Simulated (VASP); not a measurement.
# Sc (Fm-3m) in VASP: a series of runs

Runs on Sc. Level: PBE. Tasks: single point.

Program: VASP 6.6.1. These are calculated values, not measurements. Logs are shortened: lines on timing, memory, paths and dates and some standing lists are left out, and cuts for length are marked.

### 1 The cell of the first run

Symmetry: Fm-3m, No. 225, cubic system. Conventional cell: a = 3.491 Å, b = 3.491 Å, c = 3.491 Å, α = 90.00°, β = 90.00°, γ = 90.00°. Within 3.3 Å of Sc (site symmetry m-3m) lie 12 Sc at 2.47 Å.

This isn't the form of Sc at room conditions, which is hcp.

### 2 Single point, PBE (10.64 Å³/atom)

POSCAR

```
Sc
1.0
    0.0000000000      1.7454641721      1.7454641721
    1.7454641721      0.0000000000      1.7454641721
    1.7454641721      1.7454641721      0.0000000000
Sc
1
Direct
    0.0000000000      0.0000000000      0.0000000000
```

INCAR.step1

```
ALGO = Normal ; EDIFF = 1E-6
ENCUT = 520 ; GGA = PE
ISIF = 2 ; ISMEAR = -1
LASPH = True ; LCHARG = True
LMAXMIX = 4 ; LREAL = False
LWAVE = False ; NBANDS = 12
NELM = 80 ; PREC = Accurate
SIGMA = 0.08
```

KPOINTS.step1

```
k-points
0
Gamma
  16 16 16
```

INCAR.step2

```
ALGO = Normal ; EDIFF = 1E-6
ENCUT = 520 ; GGA = PE
ICHARG = 11 ; ISIF = 2
ISMEAR = -5 ; LASPH = True
LCHARG = False ; LMAXMIX = 4
LORBIT = 10 ; LREAL = False
LWAVE = False ; NEDOS = 2001
NELM = 80 ; PREC = Accurate
SIGMA = 0.08
```

KPOINTS.step2

```
k-points
0
Gamma
  24 24 24
```

Potentials or basis: VASP PAW PBE potentials, release 64 (Sc_sv).

Command:

```
cat potpaw_PBE.64/Sc_sv/POTCAR > POTCAR
cp INCAR.step1 INCAR
cp KPOINTS.step1 KPOINTS
mpirun -np 1 vasp_std > vasp.out
cp INCAR.step2 INCAR
cp KPOINTS.step2 KPOINTS
mpirun -np 1 vasp_std > vasp.out
```

OUTCAR:

```text
EDIFF = 1E-6
   ENCUT = 520
   GGA = PE
   ICHARG = 11
   ISIF = 2
   ISMEAR = -5
   LASPH = True
   LORBIT = 10
   LREAL = False
   NELM = 80
   PREC = Accurate

 ion  position               nearest neighbor table
   1  0.000  0.000  0.000-

  LATTYP: Found a face centered cubic cell.
 ALAT       =     3.4909283442

  Lattice vectors:

 A1 = (   0.0000000000,   1.7454641721,   1.7454641721)
 A2 = (   1.7454641721,   0.0000000000,   1.7454641721)
 A3 = (   1.7454641721,   1.7454641721,   0.0000000000)

Analysis of symmetry for initial positions (statically):
=====================================================================
 Subroutine PRICEL returns:
 Original cell was already a primitive cell.

 Routine SETGRP: Setting up the symmetry group for a
 face centered cubic supercell.

 Subroutine GETGRP returns: Found 48 space group operations
 (whereof 48 operations were pure point group operations)
 out of a pool of 48 trial point group operations.

The static configuration has the point symmetry O_h .

Analysis of symmetry for dynamics (positions and initial velocities):
=====================================================================
 Subroutine PRICEL returns:
 Original cell was already a primitive cell.

 Routine SETGRP: Setting up the symmetry group for a
 face centered cubic supercell.

 Subroutine GETGRP returns: Found 48 space group operations
 (whereof 48 operations were pure point group operations)
 out of a pool of 48 trial point group operations.

The dynamic configuration has the point symmetry O_h .

 Subroutine INISYM returns: Found 48 space group operations
 (whereof 48 operations are pure point group operations),
 and found     1 'primitive' translations

----------------------------------------------------------------------------------------

                                     Primitive cell

  volume of cell :      10.6356

  direct lattice vectors                    reciprocal lattice vectors
     0.000000000  1.745464172  1.745464172    -0.286456753  0.286456753  0.286456753
     1.745464172  0.000000000  1.745464172     0.286456753 -0.286456753  0.286456753
     1.745464172  1.745464172  0.000000000     0.286456753  0.286456753 -0.286456753

  length of vectors
     2.468459105  2.468459105  2.468459105     0.496157651  0.496157651  0.496157651

  position of ions in fractional coordinates (direct lattice)
     0.000000000  0.000000000  0.000000000

  ion indices of the primitive-cell ions
   primitive index   ion index
                 1           1

----------------------------------------------------------------------------------------

 KPOINTS: k-points

Automatic generation of k-mesh.
 Grid dimensions read from file:
 generate k-points for:   24   24   24

 Generating k-lattice:

  Cartesian coordinates                     Fractional coordinates (reciprocal lattice)
    -0.011935698  0.011935698  0.011935698     0.041666667  0.000000000  0.000000000
     0.011935698 -0.011935698  0.011935698     0.000000000  0.041666667  0.000000000
     0.011935698  0.011935698 -0.011935698     0.000000000  0.000000000  0.041666667

  Length of vectors
     0.020673235  0.020673235  0.020673235

  Shift w.r.t. Gamma in fractional coordinates (k-lattice)
     0.000000000  0.000000000  0.000000000

 TETIRR: Found   1864 inequivalent tetrahedra from    82944

 Subroutine IBZKPT returns following result:
 ===========================================

 Found    413 irreducible k-points:

 Following reciprocal coordinates:
            Coordinates               Weight
  0.000000  0.000000  0.000000      1.000000
  0.041667  0.000000  0.000000      8.000000
  0.083333  0.000000  0.000000      8.000000
  0.125000  0.000000  0.000000      8.000000
  0.166667  0.000000  0.000000      8.000000
  0.208333  0.000000  0.000000      8.000000
[... 16 lines left out ...]
  0.416667  0.041667  0.000000     24.000000
  0.458333  0.041667  0.000000     24.000000
 [... further k-points ...]
   k-points           NKPTS =    413   k-points in BZ     NKDIM =    413   number of bands    NBANDS=      9
   number of dos      NEDOS =   2001   number of ions     NIONS =      1
   total plane-waves  NPLWV =   5832
   dimension x,y,z NGX =    18 NGY =   18 NGZ =   18
   dimension x,y,z NGXF=    36 NGYF=   36 NGZF=   36
   ions per type =               1
   NGX,Y,Z   is equivalent  to a cutoff of  12.12, 12.12, 12.12 a.u.
   NGXF,Y,Z  is equivalent  to a cutoff of  24.25, 24.25, 24.25 a.u.
 SYSTEM =  unknown system
   PREC   = accura    normal or accurate (medium, high low for compatibility)
   ISTART =      0    job   : 0-new  1-cont  2-samecut
   ICHARG =     11    charge: 1-file 2-atom 10-const
   ISPIN  =      1    spin polarized calculation?
   LNONCOLLINEAR =      F non collinear calculations
   LSORBIT =      F    spin-orbit coupling
   LASPH  =      T    aspherical Exc in radial PAW
   ENCUT  =  520.0 eV  38.22 Ry    6.18 a.u.   4.59  4.59  4.59*2*pi/ulx,y,z
   NELM   =     80;   NELMIN=  2; NELMDL=  0     # of ELM steps
   EDIFF  = 0.1E-05   stopping-criterion for ELM
   LREAL  =      F    real-space projection
   EDIFFG = 0.1E-04   stopping-criterion for IOM
   NSW    =      0    number of steps for IOM
   IBRION =     -1    ionic relax: 0-MD 1-quasi-New 2-CG
   NFREE  =      0    steps in history (QN), initial steepest desc. (CG)
   ISIF   =      2    stress and relaxation
   ISYM   =      2    0-nonsym 1-usesym 2-fastsym
   POTIM  = 0.5000    time-step for ionic-motion
   TEBEG  =    0.0;   TEEND  =   0.0 temperature during run
   PSTRESS=    0.0 pullay stress
   NELECT =      11.0000    total number of electrons
   NUPDOWN=      -1.0000    fix difference up-down
   EMIN   =  10.00;   EMAX   =-10.00  energy-range for DOS
   EFERMI =   0.00;   METHOD = LEGACY
   ISMEAR =    -5;   SIGMA  =   0.08  broadening in eV -4-tet -1-fermi 0-gaus
   EFERMI_NEDOS =   21; number of points for ismear=-14 and -15
   IALGO  =     38    algorithm
   IMIX   =      4    mixing-type and parameters
     AMIX     =   0.40;   BMIX     =  1.00
     AMIX_MAG =   1.60;   BMIX_MAG =  1.00
  volume/ion in A,a.u.               =      10.64        71.77
  Fermi-wavevector in a.u.,A,eV,Ry     =   1.655585  3.128602 37.293043  2.740961
  Thomas-Fermi vector in A             =   2.743656
   LORBIT       =     10    0 simple, 1 ext, 2 COOP (PROOUT), +10 PAW based schemes
   GGA     = PE    functional components
   LHFCALC =     F    Hartree Fock is set to
   AEXX    =    0.0000 exact exchange contribution
   IVDW    =     0    specifies the selected vdW correction
   LEPSILON=     F    determine dielectric tensor
   LRPA    =     F    only Hartree local field effects (RPA)
 non-spin polarized calculation
 Fermi weights with tetrahedron method with Bloechl corrections
  energy-cutoff  :      520.00
  volume of cell :       10.64
 maximum number of plane-waves:       302

 number of electron      11.0000003 magnetization

 Free energy of the ion-electron system (eV)
  ---------------------------------------------------
  ext. energy  EPLUGINS =         0.00000000
  ---------------------------------------------------
  free energy    TOTEN  =        -2.50358551 eV

  energy without entropy =       -2.50358551  energy(sigma->0) =       -2.50358551

 E-fermi :  10.3301     XC(G=0): -13.9035

 val. band max:       10.3565336682   @ k =  -0.3750   0.2917   0.0417
 cond. band min:      10.3251966693   @ k =  -0.3750   0.2083   0.0417
 fundamental gap:     -0.0313369989
 Fermi energy:        10.3301265515

 k-point     1 :       0.0000    0.0000    0.0000
  band No.  band energies     occupation
      1     -38.6070      2.00000
      2     -14.4541      2.00000
      3     -14.4541      2.00000
      4     -14.4541      2.00000
      5       6.1290      2.00000
      6      12.5656      0.00000
      7      12.5656      0.00000
      8      12.5656      0.00000
      9      16.3306      0.00000

 k-point     2 :       0.0417    0.0000    0.0000
  band No.  band energies     occupation
      1     -38.5864      2.00000
      2     -14.5407      2.00000
      3     -14.4631      2.00000
      4     -14.4631      2.00000
      5       6.2374      2.00000
      6      12.4856      0.00000
      7      12.6123      0.00000
      8      12.6123      0.00000
      9      16.2860      0.00000

 k-point     3 :       0.0833    0.0000    0.0000
  band No.  band energies     occupation
      1     -38.5258      2.00000
      2     -14.7909      2.00000
      3     -14.4894      2.00000
      4     -14.4894      2.00000
      5       6.5466      2.00000
      6      12.2712      0.00000
      7      12.7422      0.00000
      8      12.7422      0.00000
      9      16.1696      0.00000

 k-point     4 :       0.1250    0.0000    0.0000
  band No.  band energies     occupation
      1     -38.4281      2.00000
      2     -15.1791      2.00000
      3     -14.5308      2.00000
      4     -14.5308      2.00000
      5       7.0066      2.00000
      6      11.9944      0.00000
      7      12.9208      0.00000
      8      12.9208      0.00000
      9      16.0330      0.00000
[... 205 lines left out ...]
 k-point    22 :       0.3750    0.0417    0.0000
  band No.  band energies     occupation
      1     -37.5155      2.00000
      2     -18.1371      2.00000
      3     -14.9225      2.00000
      4     -14.8795      2.00000
      5       7.9146      2.00000
      6      12.3539      0.00000
      7      12.6445      0.00000
      8      13.9388      0.00000
      9      17.7175      0.00000

 k-point    23 :       0.4167    0.0417    0.0000
  band No.  band energies     occupation
      1     -37.3874      2.00000
      2     -18.4938      2.00000
      3     -14.9535      2.00000
      4     -14.9342      2.00000
      5       7.7400      2.00000
      6      12.1662      0.00000
      7      12.4542      0.00000
      8      14.7161      0.00000
      9      18.4089      0.00000

 k-point    24 :       0.4583    0.0417    0.0000
  band No.  band energies     occupation
      1     -37.2982      2.00000
      2     -18.7355      2.00000
      3     -14.9769      2.00000
      4     -14.9690      2.00000
      5       7.6150      2.00000
      6      12.0443      0.00000
      7      12.3138      0.00000
      8      15.3043      0.00000
      9      18.8438      0.00000

 [... further k-points ...]

------------------------ aborting loop because EDIFF is reached ----------------------------------------

  FORCE on cell =-STRESS in cart. coord.  units (eV):
  Direction    XX          YY          ZZ          XY          YZ          ZX
  --------------------------------------------------------------------------------------
  -------------------------------------------------------------------------------------
  Total        9.5604315      9.5604315      9.5604315      0.0000000      0.0000000      0.0000000
  in kB     1440.2081535   1440.2081535   1440.2081535      0.0000000      0.0000000      0.0000000
  external PRESSURE =    1440.2081535 kB  Pullay stress =       0.0000000 kB

 VOLUME and BASIS-vectors are now :
 -----------------------------------------------------------------------------
  energy-cutoff  :      520.00
  volume of cell :       10.64
      direct lattice vectors                 reciprocal lattice vectors
     0.000000000  1.745464172  1.745464172    -0.286456753  0.286456753  0.286456753
     1.745464172  0.000000000  1.745464172     0.286456753 -0.286456753  0.286456753
     1.745464172  1.745464172  0.000000000     0.286456753  0.286456753 -0.286456753

 POSITION                                       TOTAL-FORCE (eV/Angst)
 -----------------------------------------------------------------------------------
      0.00000      0.00000      0.00000         0.000000      0.000000      0.000000
 -----------------------------------------------------------------------------------
    total drift:                               -0.000000      0.000000     -0.000000

  FREE ENERGIE OF THE ION-ELECTRON SYSTEM (eV)
  ---------------------------------------------------
  free  energy   TOTEN  =        -2.5035855121 eV

  energy  without entropy=       -2.5035855121  energy(sigma->0) =       -2.50358551

 total charge

# of ion       s       p       d       tot
------------------------------------------
    1        2.463   6.192   2.355  11.009
```

Wall time 15 s (1 thread of Intel Xeon 6975P-C (Granite Rapids), shared host); peak memory 0.15 GiB.

Results:

| Item | Value |
| --- | --- |
| Valence electrons inside the program's atomic spheres | Sc 11.01 |

Caveat: tetrahedron occupations give inexact forces and stress in metals.

### 3 Single point, PBE (19.29 Å³/atom)

This run uses another cell than the first one, of 19.29 Å³/atom.

POSCAR

```
Sc
1.0
    0.0000000000      2.1287254602      2.1287254602
    2.1287254602      0.0000000000      2.1287254602
    2.1287254602      2.1287254602      0.0000000000
Sc
1
Direct
    0.0000000000      0.0000000000      0.0000000000
```

INCAR.step1

```
SYSTEM = Sc
ALGO = Normal
EDIFF = 1E-6
ENCUT = 520
GGA = PE
ISIF = 2
ISMEAR = -1
LASPH = .True.
LCHARG = .True.
LMAXMIX = 4
LREAL = .False.
LWAVE = .False.
NBANDS = 12
NELM = 80
PREC = Accurate
SIGMA = 0.08
```

KPOINTS.step1

```
k-points
0
Gamma
  16 16 16
  0 0 0
```

INCAR.step2

```
SYSTEM = Sc
ALGO = Normal
EDIFF = 1E-6
ENCUT = 520
GGA = PE
ICHARG = 11
ISIF = 2
ISMEAR = -5
LASPH = .True.
LCHARG = .False.
LMAXMIX = 4
LORBIT = 10
LREAL = .False.
LWAVE = .False.
NBANDS = 12
NEDOS = 2001
NELM = 80
PREC = Accurate
SIGMA = 0.08
```

KPOINTS.step2

```
k-points
0
Gamma
  24 24 24
  0 0 0
```

Potentials or basis: VASP PAW PBE potentials, release 64 (Sc_sv).

Command:

```
cat potpaw_PBE.64/Sc_sv/POTCAR > POTCAR
cp INCAR.step1 INCAR
cp KPOINTS.step1 KPOINTS
mpirun -np 1 vasp_std > vasp.out
cp INCAR.step2 INCAR
cp KPOINTS.step2 KPOINTS
mpirun -np 1 vasp_std > vasp.out
```

Wall time 23 s (1 thread of Intel Xeon 6975P-C (Granite Rapids), shared host); peak memory 0.2 GiB.

Results (log left out):

* Valence electrons inside the program's atomic spheres: Sc 9.69

Levels at points of the mesh, in eV from the Fermi level:
| k point | band 2 | band 3 | band 4 | band 5 | band 6 | band 7 | band 8 | band 9 |
| --- | --- | --- | --- | --- | --- | --- | --- | --- |
| (0.00, 0.00, 0.00) | -27.02 | -27.02 | -27.02 | -5.55 | 1.90 | 1.90 | 1.90 | 3.79 |
| (0.50, 0.00, 0.00) | -27.91 | -27.13 | -27.13 | -2.06 | 0.89 | 1.73 | 1.73 | 5.03 |
| (0.50, 0.50, 0.00) | -27.84 | -27.33 | -27.33 | -2.11 | -1.05 | 3.03 | 5.03 | 5.36 |

Caveat: tetrahedron occupations give inexact forces and stress in metals.

(Part 1 of 2 ends here.)
